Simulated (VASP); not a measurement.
# C (P6_3/mmc) in VASP: a series of runs

C is run at these levels: PBE; tasks: single point.

The COD entry that gives the cell may itself be a prediction, so a difference from it is no test against experiment.

All numbers are computed with VASP 6.6.1; they aren't measurements. Logs are shortened: lines on timing, memory, paths and dates and some standing lists are left out, and cuts for length are marked.

**1. The cell of the first run**

The structure is hexagonal, space group P6_3/mmc (No. 194). Conventional cell: a = 2.609 Å, b = 2.609 Å, c = 12.118 Å, α = 90.00°, β = 90.00°, γ = 120.00°. Within 2.0 Å of C (site symmetry 3m) lie 4 C at 1.53 to 1.59 Å. C (site symmetry 3m) has 4 C at 1.51 to 1.59 Å within 2.0 Å. Within 2.0 Å of C (site symmetry 3m) lie 4 C at 1.51 to 1.59 Å.

**2. Single point, PBE**

INCAR

```
PREC = Accurate ; ENCUT = 520
EDIFF = 1E-6 ; ISMEAR = 0
SIGMA = 0.05 ; LREAL = F
LASPH = T ; NELM = 80
ALGO = Normal ; ISIF = 2
LWAVE = F ; LCHARG = F
GGA = PE ; NBANDS = 36
```

KPOINTS

```
Automatic mesh
0
Gamma
  12 12 2
```

POSCAR

```
C
1.0
    2.6088000000      0.0000000000      0.0000000000
   -1.3044000000      2.2592870734      0.0000000000
    0.0000000000      0.0000000000     12.1184000000
C
12
Direct
    0.0000000000      0.0000000000      0.1868593266
    0.0000000000      0.0000000000      0.6868593266
    0.0000000000      0.0000000000      0.3131406734
    0.0000000000      0.0000000000      0.8131406734
    0.3333333333      0.6666666667      0.5207665411
    0.6666666667      0.3333333333      0.0207665411
    0.3333333333      0.6666666667      0.9792334589
    0.6666666667      0.3333333333      0.4792334589
    0.3333333333      0.6666666667      0.6450950823
    0.6666666667      0.3333333333      0.1450950823
    0.3333333333      0.6666666667      0.8549049177
    0.6666666667      0.3333333333      0.3549049177
```

Potentials or basis: VASP PAW PBE potentials, release 64 (C).

On the command line:

```sh
$ cat potpaw_PBE.64/C/POTCAR > POTCAR
$ mpirun -np 1 vasp_std > vasp.out
```

OUTCAR:

```text
PREC = Accurate
   ENCUT = 520
   EDIFF = 1E-6
   ISMEAR = 0
   LREAL = F
   LASPH = T
   NELM = 80
   ISIF = 2
   GGA = PE

 ion  position               nearest neighbor table
   1  0.000  0.000  0.187-   3 1.53  10 1.59  10 1.59  10 1.59
   2  0.000  0.000  0.687-   4 1.53   9 1.59   9 1.59   9 1.59
   3  0.000  0.000  0.313-   1 1.53  12 1.59  12 1.59  12 1.59
   4  0.000  0.000  0.813-   2 1.53  11 1.59  11 1.59  11 1.59
   5  0.333  0.667  0.521-   9 1.51   8 1.59   8 1.59   8 1.59
   6  0.667  0.333  0.021-  10 1.51   7 1.59   7 1.59   7 1.59
   7  0.333  0.667  0.979-  11 1.51   6 1.59   6 1.59   6 1.59
   8  0.667  0.333  0.479-  12 1.51   5 1.59   5 1.59   5 1.59
   9  0.333  0.667  0.645-   5 1.51   2 1.59   2 1.59   2 1.59
  10  0.667  0.333  0.145-   6 1.51   1 1.59   1 1.59   1 1.59
  11  0.333  0.667  0.855-   7 1.51   4 1.59   4 1.59   4 1.59
  12  0.667  0.333  0.355-   8 1.51   3 1.59   3 1.59   3 1.59

  LATTYP: Found a hexagonal cell.
 ALAT       =     2.6088000000
 C/A-ratio  =     4.6452008586

  Lattice vectors:

 A1 = (   2.6088000000,   0.0000000000,   0.0000000000)
 A2 = (  -1.3044000000,   2.2592870734,   0.0000000000)
 A3 = (   0.0000000000,   0.0000000000,  12.1184000000)

Analysis of symmetry for initial positions (statically):
=====================================================================
 Subroutine PRICEL returns:
 Original cell was already a primitive cell.

 Routine SETGRP: Setting up the symmetry group for a
 hexagonal supercell.

 Subroutine GETGRP returns: Found 24 space group operations
 (whereof 12 operations were pure point group operations)
 out of a pool of 24 trial point group operations.

The static configuration has the point symmetry D_3d.
 The point group associated with its full space group is D_6h.

Analysis of symmetry for dynamics (positions and initial velocities):
=====================================================================
 Subroutine PRICEL returns:
 Original cell was already a primitive cell.

 Routine SETGRP: Setting up the symmetry group for a
 hexagonal supercell.

 Subroutine GETGRP returns: Found 24 space group operations
 (whereof 12 operations were pure point group operations)
 out of a pool of 24 trial point group operations.

The dynamic configuration has the point symmetry D_3d.
[... 128 lines left out ...]
   POTIM  = 0.5000    time-step for ionic-motion
   TEBEG  =    0.0;   TEEND  =   0.0 temperature during run
   PSTRESS=    0.0 pullay stress
   NELECT =      48.0000    total number of electrons
   NUPDOWN=      -1.0000    fix difference up-down
   EMIN   =  10.00;   EMAX   =-10.00  energy-range for DOS
   EFERMI =   0.00;   METHOD = LEGACY
   ISMEAR =     0;   SIGMA  =   0.05  broadening in eV -4-tet -1-fermi 0-gaus
   EFERMI_NEDOS =   21; number of points for ismear=-14 and -15
   IALGO  =     38    algorithm
   IMIX   =      4    mixing-type and parameters
     AMIX     =   0.40;   BMIX     =  1.00
     AMIX_MAG =   1.60;   BMIX_MAG =  1.00
  volume/ion in A,a.u.               =       5.95        40.17
  Fermi-wavevector in a.u.,A,eV,Ry     =   1.433957  2.709786 27.976738  2.056232
  Thomas-Fermi vector in A             =   2.553418
   LORBIT       =      0    0 simple, 1 ext, 2 COOP (PROOUT), +10 PAW based schemes
   GGA     = PE    functional components
   LHFCALC =     F    Hartree Fock is set to
   AEXX    =    0.0000 exact exchange contribution
   IVDW    =     0    specifies the selected vdW correction
   LEPSILON=     F    determine dielectric tensor
   LRPA    =     F    only Hartree local field effects (RPA)
 non-spin polarized calculation
 Gauss-broadening in eV      SIGMA  =   0.05
  energy-cutoff  :      520.00
  volume of cell :       71.43
 maximum number of plane-waves:      1959
 NGX is ok and might be reduce to    20
   NGX =  9   NGY =  9   NGZ = 45

 number of electron      47.9999999 magnetization

 Free energy of the ion-electron system (eV)
  ---------------------------------------------------
  ext. energy  EPLUGINS =         0.00000000
  ---------------------------------------------------
  free energy    TOTEN  =      -108.31252545 eV

  energy without entropy =     -108.31252545  energy(sigma->0) =     -108.31252545

 E-fermi :   9.4025     XC(G=0): -13.0050

 val. band max:        9.1822220934   @ k =   0.0000   0.0000   0.0000
 cond. band min:      12.8925171126   @ k =   0.5000  -0.0000   0.0000
 fundamental gap:      3.7102950192
 Fermi energy:         9.4024725947

 k-point     1 :       0.0000    0.0000    0.0000
  band No.  band energies     occupation
      1     -11.8194      2.00000
      2     -11.0467      2.00000
      3     -10.9899      2.00000
      4      -8.6862      2.00000
      5      -8.6292      2.00000
      6      -5.5195      2.00000
[... 925 lines left out ...]
     35      18.7065      0.00000
     36      18.7065      0.00000

 [... further k-points ...]

------------------------ aborting loop because EDIFF is reached ----------------------------------------

  FORCE on cell =-STRESS in cart. coord.  units (eV):
  Direction    XX          YY          ZZ          XY          YZ          ZX
  --------------------------------------------------------------------------------------
  -------------------------------------------------------------------------------------
  Total      -16.4202396    -16.4202396     12.9402375      0.0000000     -0.0000000     -0.0000000
  in kB     -368.3261774   -368.3261774    290.2654483      0.0000000     -0.0000000     -0.0000000
  external PRESSURE =    -148.7956355 kB  Pullay stress =       0.0000000 kB

 VOLUME and BASIS-vectors are now :
 -----------------------------------------------------------------------------
  energy-cutoff  :      520.00
  volume of cell :       71.43
      direct lattice vectors                 reciprocal lattice vectors
     2.608800000  0.000000000  0.000000000     0.383318001  0.221308751  0.000000000
    -1.304400000  2.259287073  0.000000000     0.000000000  0.442617502  0.000000000
     0.000000000  0.000000000 12.118400000     0.000000000  0.000000000  0.082519144

 POSITION                                       TOTAL-FORCE (eV/Angst)
 -----------------------------------------------------------------------------------
      0.00000      0.00000      2.26444        -0.000000      0.000000     -0.259790
      0.00000      0.00000      8.32364         0.000000     -0.000000     -0.259790
      0.00000      0.00000      3.79476        -0.000000     -0.000000      0.259790
      0.00000      0.00000      9.85396         0.000000      0.000000      0.259790
     -0.00000      1.50619      6.31086         0.000000     -0.000000     -0.270588
      1.30440      0.75310      0.25166        -0.000000     -0.000000     -0.270588
     -0.00000      1.50619     11.86674         0.000000     -0.000000      0.270588
      1.30440      0.75310      5.80754        -0.000000     -0.000000      0.270588
     -0.00000      1.50619      7.81752        -0.000000      0.000000      0.119409
      1.30440      0.75310      1.75832         0.000000     -0.000000      0.119409
     -0.00000      1.50619     10.36008        -0.000000      0.000000     -0.119409
      1.30440      0.75310      4.30088         0.000000     -0.000000     -0.119409
 -----------------------------------------------------------------------------------
    total drift:                               -0.000000      0.000000      0.000000

  FREE ENERGIE OF THE ION-ELECTRON SYSTEM (eV)
  ---------------------------------------------------
  free  energy   TOTEN  =      -108.3125254519 eV

  energy  without entropy=     -108.3125254519  energy(sigma->0) =     -108.31252545
```

Wall time 2.4 min (1 thread of Intel Xeon 8259CL, shared host); peak memory 0.21 GiB.

Results:

| Item | Value |
| --- | --- |
| Free energy | -108.3125 eV |
| Pressure | -14.9 GPa |
| Largest force | 0.271 eV/Å |
| Band gap on the k mesh | 3.71 eV, indirect (least direct gap 4.60 eV) |

Forces on the atoms (eV/Å):
```
C    0.000  0.000 -0.260
C    0.000  0.000 -0.260
C    0.000  0.000  0.260
C    0.000  0.000  0.260
C    0.000  0.000 -0.271
C    0.000  0.000 -0.271
C    0.000  0.000  0.271
C    0.000  0.000  0.271
C    0.000  0.000  0.119
C    0.000  0.000  0.119
C    0.000  0.000 -0.119
C    0.000  0.000 -0.119
```

A k mesh can miss the band edges.

**3. Single point, PBE**

This run uses another cell than the first one, of 5.98 Å³/atom, 1.005 times its volume.

INCAR

```
ALGO = Normal
EDIFF = 1E-7
ENCUT = 520
GGA = PE
ISIF = 2
ISMEAR = 0
LASPH = T
LCHARG = F
LREAL = F
LWAVE = F
NBANDS = 36
NELM = 80
PREC = Accurate
SIGMA = 0.05
```

KPOINTS

```
k-points
0
Gamma
  12 12 2
```

Changes to POSCAR since step 2:

```diff
@@ -2,5 +2,5 @@
 1.0
-    2.6088000000      0.0000000000      0.0000000000
-   -1.3044000000      2.2592870734      0.0000000000
-    0.0000000000      0.0000000000     12.1184000000
+    2.5205457478      0.0000000000      0.0000000000
+   -1.2602728739      2.1828566490      0.0000000000
+    0.0000000000      0.0000000000     13.0506000000
 C
```

Potentials or basis: VASP PAW PBE potentials, release 64 (C).

On the command line:

```sh
$ cat potpaw_PBE.64/C/POTCAR > POTCAR
$ mpirun -np 1 vasp_std > vasp.out
```

Wall time 2.8 min (1 thread of Intel Xeon 8259CL, shared host); peak memory 0.21 GiB.

The run converged. Its results:

```
Free energy            : -108.4818 eV
Pressure               : -17.7 GPa
Largest force          : 0.189 eV/Å
Band gap on the k mesh : 4.19 eV, direct
```

Forces on the atoms (eV/Å):
```
C    0.000  0.000 -0.157
C    0.000  0.000 -0.157
C    0.000  0.000  0.157
C    0.000  0.000  0.157
C    0.000  0.000 -0.100
C    0.000  0.000 -0.100
C    0.000  0.000  0.100
C    0.000  0.000  0.100
C    0.000  0.000  0.189
C    0.000  0.000  0.189
C    0.000  0.000 -0.189
C    0.000  0.000 -0.189
```

Stress tensor (GPa, compression positive):
```
 -1.22   0.00   0.00
  0.00  -1.22   0.00
  0.00   0.00 -50.56
```

Levels at points of the mesh, in eV from the valence-band top:
```csv
k point,band 22,band 23,band 24,band 25,band 26,band 27
"(0.00, 0.00, 0.00)",-0.20,0.00,0.00,4.19,5.75,5.75
"(0.50, 0.00, 0.00)",-3.83,-3.47,-2.96,4.79,5.09,5.60
"(0.00, 0.00, 0.50)",-0.24,-0.24,-0.24,5.32,5.32,6.05
"(0.50, 0.00, 0.50)",-3.68,-3.22,-3.22,4.96,4.96,5.25
```

A k mesh can miss the band edges.

**4. Single point, PBE**

This run uses another cell than the first one, of 5.97 Å³/atom, 1.004 times its volume.

INCAR

```
SYSTEM = C
PREC = Accurate ; ENCUT = 520
EDIFF = 1E-7 ; ISMEAR = 0
SIGMA = 0.05 ; LREAL = .False.
LASPH = .True. ; NELM = 60
ALGO = Normal ; ISIF = 2
LWAVE = .False. ; LCHARG = .False.
GGA = PE ; NBANDS = 36
```

KPOINTS

```
Automatic mesh
0
Gamma
  12 12 2
  0 0 0
```

Changes to POSCAR since step 3:

```diff
@@ -2,5 +2,5 @@
 1.0
-    2.5205457478      0.0000000000      0.0000000000
-   -1.2602728739      2.1828566490      0.0000000000
-    0.0000000000      0.0000000000     13.0506000000
+    2.5647000000      0.0000000000      0.0000000000
+   -1.2823500000      2.2210953531      0.0000000000
+    0.0000000000      0.0000000000     12.5845000000
 C
```

On the command line:

```sh
$ cat potpaw_PBE.64/C/POTCAR > POTCAR
$ mpirun -np 1 vasp_std > vasp.out
```

Run time: 2.5 min. Hardware: 1 thread of Intel Xeon 8259CL, shared host; peak memory 0.21 GiB.

It converged, with:

```
Free energy            : -108.8558 eV
Pressure               : -18.2 GPa
Largest force          : 0.033 eV/Å
Band gap on the k mesh : 4.29 eV, indirect (least direct gap 5.21 eV)
```

Forces on the atoms (eV/Å):
```
C    0.000  0.000 -0.033
C    0.000  0.000 -0.033
C    0.000  0.000  0.033
C    0.000  0.000  0.033
C    0.000  0.000 -0.009
C    0.000  0.000 -0.009
C    0.000  0.000  0.009
C    0.000  0.000  0.009
C    0.000  0.000  0.007
C    0.000  0.000  0.007
C    0.000  0.000 -0.007
C    0.000  0.000 -0.007
```

Stress tensor (GPa, compression positive):
```
-19.95   0.00   0.00
  0.00 -19.95   0.00
  0.00   0.00 -14.85
```

Levels at points of the mesh, in eV from the valence-band top:
| k point | band 21 | band 22 | band 23 | band 24 | band 25 | band 26 | band 27 | band 28 |
| --- | --- | --- | --- | --- | --- | --- | --- | --- |
| (0.00, 0.00, 0.00) | -0.95 | -0.14 | 0.00 | 0.00 | 5.21 | 5.21 | 5.48 | 6.27 |
| (0.50, 0.00, 0.00) | -3.87 | -3.83 | -3.43 | -2.75 | 4.44 | 5.03 | 5.11 | 5.51 |
| (0.00, 0.00, 0.50) | -0.31 | -0.31 | -0.31 | -0.31 | 5.59 | 5.59 | 5.59 | 5.59 |
| (0.50, 0.00, 0.50) | -3.59 | -3.59 | -3.08 | -3.08 | 4.61 | 4.61 | 5.72 | 5.72 |

**5. Single point, PBE**

This run uses another cell than the first one, of 6.00 Å³/atom, 1.008 times its volume.

INCAR

```
PREC     = Accurate       # precision mode
ENCUT    = 520            # plane-wave cutoff, eV
EDIFF    = 1E-6           # SCF threshold, eV
ISMEAR   = 0              # smearing method
SIGMA    = 0.05           # smearing width, eV
LREAL    = F              # projectors in reciprocal space
LASPH    = T              # aspherical terms in the spheres
NELM     = 100            # most SCF steps
ALGO     = Normal         # electronic algorithm
ISIF     = 2              # what is computed and relaxed
LWAVE    = F              # write WAVECAR
LCHARG   = T              # write CHGCAR
GGA      = PE             # functional
LELF     = T              # ELF
LVHAR    = T            
NBANDS   = 36             # bands
```

KPOINTS

```
regular mesh
0
Gamma
  12 12 2
```

Changes to POSCAR since step 4:

```diff
@@ -2,5 +2,5 @@
 1.0
-    2.5647000000      0.0000000000      0.0000000000
-   -1.2823500000      2.2210953531      0.0000000000
-    0.0000000000      0.0000000000     12.5845000000
+    2.6529000000      0.0000000000      0.0000000000
+   -1.3264500000      2.2974787937      0.0000000000
+    0.0000000000      0.0000000000     11.8077000000
 C
```

On the command line:

```sh
$ cat potpaw_PBE.64/C/POTCAR > POTCAR
$ mpirun -np 1 vasp_std > vasp.out
```

It took 2.3 min on 1 thread of Intel Xeon 8259CL, shared host; peak memory 0.21 GiB.

The run converged. Its results:

```
Free energy            : -107.1161 eV
Pressure               : -13.7 GPa
Largest force          : 0.695 eV/Å
Band gap on the k mesh : 3.09 eV, indirect (least direct gap 4.07 eV)
```

Forces on the atoms (eV/Å):
```
C    0.000  0.000 -0.669
C    0.000  0.000 -0.669
C    0.000  0.000  0.669
C    0.000  0.000  0.669
C    0.000  0.000 -0.695
C    0.000  0.000 -0.695
C    0.000  0.000  0.695
C    0.000  0.000  0.695
C    0.000  0.000  0.381
C    0.000  0.000  0.381
C    0.000  0.000 -0.381
C    0.000  0.000 -0.381
```

Stress tensor (GPa, compression positive):
```
-51.79   0.00   0.00
  0.00 -51.79   0.00
  0.00   0.00  62.62
```

Levels at points of the mesh, in eV from the valence-band top:
| k point | band 20 | band 21 | band 22 | band 23 | band 24 | band 25 | band 26 | band 27 | band 28 | band 29 |
| --- | --- | --- | --- | --- | --- | --- | --- | --- | --- | --- |
| (0.00, 0.00, 0.00) | -1.42 | -1.42 | -0.57 | 0.00 | 0.00 | 4.07 | 4.07 | 5.30 | 5.31 | 5.52 |
| (0.50, 0.00, 0.00) | -4.10 | -3.97 | -3.90 | -3.48 | -2.34 | 3.09 | 3.81 | 4.03 | 6.04 | 6.33 |
| (0.00, 0.00, 0.50) | -1.26 | -0.50 | -0.50 | -0.50 | -0.50 | 4.64 | 4.64 | 4.64 | 4.64 | 5.30 |
| (0.50, 0.00, 0.50) | -5.09 | -3.50 | -3.50 | -2.84 | -2.84 | 3.29 | 3.29 | 4.92 | 4.92 | 6.80 |

**6. The runs side by side**

| cell | gap on the mesh (eV) | pressure (GPa) | largest force (eV/Å) |
| --- | --- | --- | --- |
| a = 2.609, b = 2.609, c = 12.118 Å, angles 90.0, 90.0, 120.0°, 12 atoms | 3.71 | -14.9 | 0.27 |
| a = 2.521, b = 2.521, c = 13.051 Å, angles 90.0, 90.0, 120.0°, 12 atoms | 4.19 | -17.7 | 0.19 |
| a = 2.565, b = 2.565, c = 12.585 Å, angles 90.0, 90.0, 120.0°, 12 atoms | 4.29 | -18.2 | 0.03 |
| a = 2.653, b = 2.653, c = 11.808 Å, angles 90.0, 90.0, 120.0°, 12 atoms | 3.09 | -13.7 | 0.69 |

Alike in all rows: task single point; level PBE; potentials or basis VASP PAW PBE potentials, release 64 (C); no spin polarisation; k mesh 12 × 12 × 2; cutoff (eV) 520; smearing gaussian 0.05 eV.

Total energies depend on the potentials used, so only differences within one code and one set of settings carry meaning.
